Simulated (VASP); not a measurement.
# NiGe3 (Fd-3m) in VASP: relaxation of cell and atoms with PBE

Aim: the relaxation of cell and atoms of NiGe3 with PBE.

All numbers are computed with VASP 6.6.1; they aren't measurements. Logs are shortened: lines on timing, memory, paths and dates and some standing lists are left out, and cuts for length are marked.

### Step 1. The cell of the first run

The structure is cubic, space group Fd-3m (No. 227). The conventional cell has a = 8.296 Å, b = 8.296 Å, c = 8.296 Å, α = 90.00°, β = 90.00°, γ = 90.00°. Ni (site symmetry -43m) has 22 Ge at 3.44 to 4.15 Å and 4 Ni at 3.59 Å within 4.5 Å. Ge (site symmetry -3m) has 2 Ge at 1.80 Å within 2.4 Å. Ge (site symmetry -43m) has 4 Ge at 1.80 Å within 2.4 Å.

The cell was generated, and may not be a known phase.

### Step 2. Relaxation of cell and atoms, PBE, collinear spin, ferromagnetic start

INCAR reads:

```
PREC     = Accurate       # precision mode
ENCUT    = 600            # plane-wave cutoff, eV
EDIFF    = 1E-6           # SCF threshold, eV
ISMEAR   = 0              # smearing method
SIGMA    = 0.1            # smearing width, eV
LREAL    = F              # projectors in reciprocal space
LASPH    = T              # aspherical terms in the spheres
NELM     = 150            # most SCF steps
ALGO     = Normal         # electronic algorithm
ISIF     = 3              # what is computed and relaxed
LWAVE    = F              # write WAVECAR
LCHARG   = F              # write CHGCAR
ISPIN    = 2              # spin polarisation
MAGMOM   = 2 2 0 0 0 0 0 0 # initial moments
LORBIT   = 11             # projections on sites
LMAXMIX  = 4              # l up to which the mixer works
GGA      = PE             # functional
IBRION   = 2              # ionic algorithm
NSW      = 90             # ionic steps
EDIFFG   = -0.04          # ionic threshold
```

KPOINTS reads:

```
Automatic mesh
0
Gamma
  4 4 4
```

POSCAR reads:

```
NiGe3
1.0
    0.0000000000      4.1478918800      4.1478918800
    4.1478918800      0.0000000000      4.1478918800
    4.1478918800      4.1478918800      0.0000000000
Ni Ge
2 6
Direct
    0.0000000000      0.0000000000      0.0000000000
    0.2500000000      0.2500000000      0.2500000000
    0.6250000000      0.6250000000      0.6250000000
    0.6250000000      0.6250000000      0.1250000000
    0.6250000000      0.1250000000      0.6250000000
    0.1250000000      0.6250000000      0.6250000000
    0.7500000000      0.7500000000      0.7500000000
    0.5000000000      0.5000000000      0.5000000000
```

Potentials or basis: VASP PAW PBE potentials, release 64 (Ni, Ge_d).

On the command line:

```console
$ cat potpaw_PBE.64/Ni/POTCAR potpaw_PBE.64/Ge_d/POTCAR > POTCAR
$ mpirun -np 1 vasp_std > vasp.out
```

OUTCAR:

```text
PREC = Accurate
   ENCUT = 600
   EDIFF = 1E-6
   ISMEAR = 0
   LREAL = F
   LASPH = T
   NELM = 150
   ISIF = 3
   ISPIN = 2
   LORBIT = 11
   GGA = PE
   IBRION = 2
   NSW = 90
   EDIFFG = -0.04

 ion  position               nearest neighbor table
   1  0.000  0.000  0.000-
   2  0.250  0.250  0.250-
   3  0.625  0.625  0.625-   7 1.80   8 1.80
   4  0.625  0.625  0.125-   7 1.80   8 1.80
   5  0.625  0.125  0.625-   7 1.80   8 1.80
   6  0.125  0.625  0.625-   7 1.80   8 1.80
   7  0.750  0.750  0.750-   3 1.80   4 1.80   5 1.80   6 1.80
   8  0.500  0.500  0.500-   3 1.80   4 1.80   5 1.80   6 1.80

  LATTYP: Found a face centered cubic cell.
 ALAT       =     8.2957837600

  Lattice vectors:

 A1 = (   0.0000000000,   4.1478918800,   4.1478918800)
 A2 = (   4.1478918800,   0.0000000000,   4.1478918800)
 A3 = (   4.1478918800,   4.1478918800,   0.0000000000)

Analysis of symmetry for initial positions (statically):
=====================================================================
 Subroutine PRICEL returns:
 Original cell was already a primitive cell.

 Routine SETGRP: Setting up the symmetry group for a
 face centered cubic supercell.

 Subroutine GETGRP returns: Found 48 space group operations
 (whereof 24 operations were pure point group operations)
 out of a pool of 48 trial point group operations.

The static configuration has the point symmetry T_d .
 The point group associated with its full space group is O_h .

Analysis of symmetry for dynamics (positions and initial velocities):
=====================================================================
 Subroutine PRICEL returns:
 Original cell was already a primitive cell.

 Routine SETGRP: Setting up the symmetry group for a
 face centered cubic supercell.

 Subroutine GETGRP returns: Found 48 space group operations
 (whereof 24 operations were pure point group operations)
 out of a pool of 48 trial point group operations.

The dynamic configuration has the point symmetry T_d .
 The point group associated with its full space group is O_h .

Analysis of structural, dynamic, and magnetic symmetry:
=====================================================================
 Subroutine PRICEL returns:
 Original cell was already a primitive cell.

 Routine SETGRP: Setting up the symmetry group for a
 face centered cubic supercell.

 Subroutine GETGRP returns: Found 48 space group operations
 (whereof 24 operations were pure point group operations)
 out of a pool of 48 trial point group operations.

The overall configuration has the point symmetry T_d .
 The point group associated with its full space group is O_h .

 Subroutine INISYM returns: Found 48 space group operations
 (whereof 24 operations are pure point group operations),
 and found     1 'primitive' translations

----------------------------------------------------------------------------------------

                                     Primitive cell

  volume of cell :     142.7290

  direct lattice vectors                    reciprocal lattice vectors
     0.000000000  4.147891880  4.147891880    -0.120543161  0.120543161  0.120543161
     4.147891880  0.000000000  4.147891880     0.120543161 -0.120543161  0.120543161
     4.147891880  4.147891880  0.000000000     0.120543161  0.120543161 -0.120543161

  length of vectors
     5.866004952  5.866004952  5.866004952     0.208786880  0.208786880  0.208786880

  position of ions in fractional coordinates (direct lattice)
     0.000000000  0.000000000  0.000000000
     0.250000000  0.250000000  0.250000000
     0.625000000  0.625000000  0.625000000
     0.625000000  0.625000000  0.125000000
     0.625000000  0.125000000  0.625000000
     0.125000000  0.625000000  0.625000000
     0.750000000  0.750000000  0.750000000
     0.500000000  0.500000000  0.500000000

  ion indices of the primitive-cell ions
   primitive index   ion index
                 1           1
                 2           2
                 3           3
                 4           4
                 5           5
                 6           6
                 7           7
                 8           8

----------------------------------------------------------------------------------------

 KPOINTS: Automatic mesh

Automatic generation of k-mesh.
 Grid dimensions read from file:
 generate k-points for:    4    4    4

 Generating k-lattice:

  Cartesian coordinates                     Fractional coordinates (reciprocal lattice)
    -0.030135790  0.030135790  0.030135790     0.250000000  0.000000000  0.000000000
     0.030135790 -0.030135790  0.030135790     0.000000000  0.250000000  0.000000000
     0.030135790  0.030135790 -0.030135790     0.000000000  0.000000000  0.250000000

  Length of vectors
     0.052196720  0.052196720  0.052196720

  Shift w.r.t. Gamma in fractional coordinates (k-lattice)
     0.000000000  0.000000000  0.000000000

 Subroutine IBZKPT returns following result:
 ===========================================

 Found      8 irreducible k-points:

 Following reciprocal coordinates:
            Coordinates               Weight
  0.000000  0.000000  0.000000      1.000000
  0.250000  0.000000  0.000000      8.000000
  0.500000  0.000000  0.000000      4.000000
  0.250000  0.250000  0.000000      6.000000
  0.500000  0.250000  0.000000     24.000000
 -0.250000  0.250000  0.000000     12.000000
  0.500000  0.500000  0.000000      3.000000
 -0.250000  0.500000  0.250000      6.000000
   k-points           NKPTS =      8   k-points in BZ     NKDIM =      8   number of bands    NBANDS=     64
   number of dos      NEDOS =    301   number of ions     NIONS =      8
   total plane-waves  NPLWV = 110592
   dimension x,y,z NGX =    48 NGY =   48 NGZ =   48
   dimension x,y,z NGXF=    96 NGYF=   96 NGZF=   96
   ions per type =               2   6
   NGX,Y,Z   is equivalent  to a cutoff of  13.60, 13.60, 13.60 a.u.
   NGXF,Y,Z  is equivalent  to a cutoff of  27.21, 27.21, 27.21 a.u.
 SYSTEM =  unknown system
   PREC   = accura    normal or accurate (medium, high low for compatibility)
   ISTART =      0    job   : 0-new  1-cont  2-samecut
   ICHARG =      2    charge: 1-file 2-atom 10-const
   ISPIN  =      2    spin polarized calculation?
   LNONCOLLINEAR =      F non collinear calculations
   LSORBIT =      F    spin-orbit coupling
   LASPH  =      T    aspherical Exc in radial PAW
   ENCUT  =  600.0 eV  44.10 Ry    6.64 a.u.  11.72 11.72 11.72*2*pi/ulx,y,z
   NELM   =    150;   NELMIN=  2; NELMDL= -5     # of ELM steps
   EDIFF  = 0.1E-05   stopping-criterion for ELM
   LREAL  =      F    real-space projection
   EDIFFG = -.4E-01   stopping-criterion for IOM
   NSW    =     90    number of steps for IOM
   IBRION =      2    ionic relax: 0-MD 1-quasi-New 2-CG
   NFREE  =      1    steps in history (QN), initial steepest desc. (CG)
   ISIF   =      3    stress and relaxation
   ISYM   =      2    0-nonsym 1-usesym 2-fastsym
   POTIM  = 0.5000    time-step for ionic-motion
   TEBEG  =    0.0;   TEEND  =   0.0 temperature during run
   PSTRESS=    0.0 pullay stress
   NELECT =     104.0000    total number of electrons
   NUPDOWN=      -1.0000    fix difference up-down
   EMIN   =  10.00;   EMAX   =-10.00  energy-range for DOS
   EFERMI =   0.00;   METHOD = LEGACY
   ISMEAR =     0;   SIGMA  =   0.10  broadening in eV -4-tet -1-fermi 0-gaus
   EFERMI_NEDOS =   21; number of points for ismear=-14 and -15
   IALGO  =     38    algorithm
   IMIX   =      4    mixing-type and parameters
     AMIX     =   0.40;   BMIX     =  1.00
     AMIX_MAG =   1.60;   BMIX_MAG =  1.00
  volume/ion in A,a.u.               =      17.84       120.40
  Fermi-wavevector in a.u.,A,eV,Ry     =   1.473155  2.783860 29.527178  2.170186
  Thomas-Fermi vector in A             =   2.588083
   LORBIT       =     11    0 simple, 1 ext, 2 COOP (PROOUT), +10 PAW based schemes
   GGA     = PE    functional components
   LHFCALC =     F    Hartree Fock is set to
   AEXX    =    0.0000 exact exchange contribution
   IVDW    =     0    specifies the selected vdW correction
   LEPSILON=     F    determine dielectric tensor
   LRPA    =     F    only Hartree local field effects (RPA)
 conjugate gradient relaxation of ions
 spin polarized calculation
 Gauss-broadening in eV      SIGMA  =   0.10
  energy-cutoff  :      600.00
  volume of cell :      142.73
 maximum number of plane-waves:      4801
 NGX is ok and might be reduce to    48
   NGX = 23   NGY = 23   NGZ = 23

--------------------------------------- Ionic step        1  -------------------------------------------

 number of electron     103.9999947 magnetization       0.6876394

 Free energy of the ion-electron system (eV)
  ---------------------------------------------------
  ext. energy  EPLUGINS =         0.00000000
  ---------------------------------------------------
  free energy    TOTEN  =         6.89936435 eV

  energy without entropy =        6.93903058  energy(sigma->0) =        6.91919747

 E-fermi :   6.6112     XC(G=0): -10.8359

 val. band max:        6.6055290836   @ k =   0.5000   0.2500   0.0000
 cond. band min:       6.6115163458   @ k =   0.0000   0.0000   0.0000
 fundamental gap:      0.0059872621
 Fermi energy:         6.6112038744

 spin component 1

 k-point     1 :       0.0000    0.0000    0.0000
  band No.  band energies     occupation
      1     -22.2313      1.00000
      2     -22.2313      1.00000
      3     -22.2313      1.00000
      4     -21.5429      1.00000
      5     -21.5429      1.00000
      6     -21.1313      1.00000
[... 2315 lines left out ...]
  FREE ENERGIE OF THE ION-ELECTRON SYSTEM (eV)
  ---------------------------------------------------
  free  energy   TOTEN  =       -21.6727079099 eV

  energy  without entropy=      -21.5432490636  energy(sigma->0) =      -21.60797849

--------------------------------------- Ionic step        5  -------------------------------------------

 number of electron     103.9999949 magnetization      -0.0001585

 number of electron     103.9999949 magnetization       0.0000440

 Free energy of the ion-electron system (eV)
  ---------------------------------------------------
  ext. energy  EPLUGINS =         0.00000000
  ---------------------------------------------------
  free energy    TOTEN  =       -21.67638230 eV

  energy without entropy =      -21.54394335  energy(sigma->0) =      -21.61016282

 E-fermi :   0.2767     XC(G=0):  -7.1274

 val. band max:        0.2729237801   @ k =   0.2500   0.2500   0.0000
 cond. band min:       0.2844616871   @ k =  -0.2500   0.2500   0.0000
 fundamental gap:      0.0115379070
 Fermi energy:         0.2766661213

 spin component 1

 k-point     1 :       0.0000    0.0000    0.0000
  band No.  band energies     occupation
      1     -24.7317      1.00000
      2     -24.7317      1.00000
      3     -24.7317      1.00000
      4     -24.5981      1.00000
      5     -24.5981      1.00000
      6     -24.5604      1.00000
[... 1086 lines left out ...]
 POSITION                                       TOTAL-FORCE (eV/Angst)
 -----------------------------------------------------------------------------------
      0.00000      0.00000      0.00000        -0.000000      0.000000      0.000000
      2.75850      2.75850      2.75850        -0.000000      0.000000      0.000000
      6.89625      6.89625      6.89625        -0.000000      0.000000      0.000000
      4.13775      4.13775      6.89625        -0.000000      0.000000      0.000000
      4.13775      6.89625      4.13775        -0.000000      0.000000      0.000000
      6.89625      4.13775      4.13775        -0.000000      0.000000      0.000000
      8.27550      8.27550      8.27550         0.000000      0.000000      0.000000
      5.51700      5.51700      5.51700        -0.000000     -0.000000     -0.000000
 -----------------------------------------------------------------------------------
    total drift:                                0.000000     -0.000000     -0.000000

  FREE ENERGIE OF THE ION-ELECTRON SYSTEM (eV)
  ---------------------------------------------------
  free  energy   TOTEN  =       -21.6763822970 eV

  energy  without entropy=      -21.5439433466  energy(sigma->0) =      -21.61016282

 reached required accuracy - stopping structural energy minimisation

 total charge

# of ion       s       p       d       tot
------------------------------------------
    1        0.227   0.013   8.497   8.737
    2        0.227   0.013   8.497   8.737
    3        1.262   0.952   9.990  12.204
    4        1.262   0.952   9.990  12.204
    5        1.262   0.952   9.990  12.204
    6        1.262   0.952   9.990  12.204
    7        1.214   1.180  10.056  12.450
    8        1.214   1.180  10.056  12.450
--------------------------------------------------
tot          7.932   6.191  77.066  91.189

 magnetization (x)

# of ion       s       p       d       tot
------------------------------------------
    1        0.000   0.000  -0.000  -0.000
    2        0.000   0.000  -0.000  -0.000
    3       -0.000  -0.000   0.000  -0.000
    4       -0.000  -0.000   0.000  -0.000
    5       -0.000  -0.000   0.000  -0.000
    6       -0.000  -0.000   0.000  -0.000
    7       -0.000   0.000  -0.000   0.000
    8       -0.000   0.000  -0.000   0.000
--------------------------------------------------
tot          0.000  -0.000  -0.000  -0.000
```

Run time: 60 min. Hardware: 1 thread of Oxide Virtual Turin-like, shared host; peak memory 0.44 GiB.

Results:

* Free energy: -21.6764 eV
* Relaxed volume: 41.98 Å³/atom
* Relaxed cell: a = 7.802 Å, b = 7.802 Å, c = 7.802 Å, α = 60.00°, β = 60.00°, γ = 60.00°
* Space group after relaxing (to 0.1 Å): Fd-3m (No. 227)
* Energy gained by relaxing: 3572.0 meV/atom
* Ionic steps: 5
* Pressure after relaxing: 0.0 GPa
* Band gap on the k mesh: zero (filled and empty bands overlap)
* Net moment: 0.00 μB per cell
* Valence electrons inside the program's atomic spheres: Ni 8.74; Ge 12.20, 12.45 (each value once)

The path:
| step | energy change (eV) | largest force (eV/Å) | pressure (GPa) | volume (Å³) |
| --- | --- | --- | --- | --- |
| 1 | 0.0000 | 0.0000 | 110.50 | 142.73 |
| 2 | -21.3094 | 0.0000 | -11.72 | 577.67 |
| 3 | -28.7913 | 0.0000 | 0.77 | 323.53 |
| 4 | -28.5721 | 0.0000 | 0.23 | 330.97 |
| 5 | -28.5757 | 0.0000 | 0.02 | 335.85 |

Final structure:
```xyz
8
Lattice="0.0000 5.5170 5.5170 5.5170 0.0000 5.5170 5.5170 5.5170 0.0000" Properties=species:S:1:pos:R:3 pbc="T T T"
Ni    0.0000    0.0000    0.0000
Ni    2.7585    2.7585    2.7585
Ge    6.8963    6.8963    6.8963
Ge    4.1378    4.1378    6.8963
Ge    4.1378    6.8963    4.1378
Ge    6.8963    4.1378    4.1378
Ge    8.2755    8.2755    8.2755
Ge    5.5170    5.5170    5.5170
```

Caveat: the volume moved by over 15 % at a fixed basis, so the end points are rough; the moments typed at the start vanished in this run.
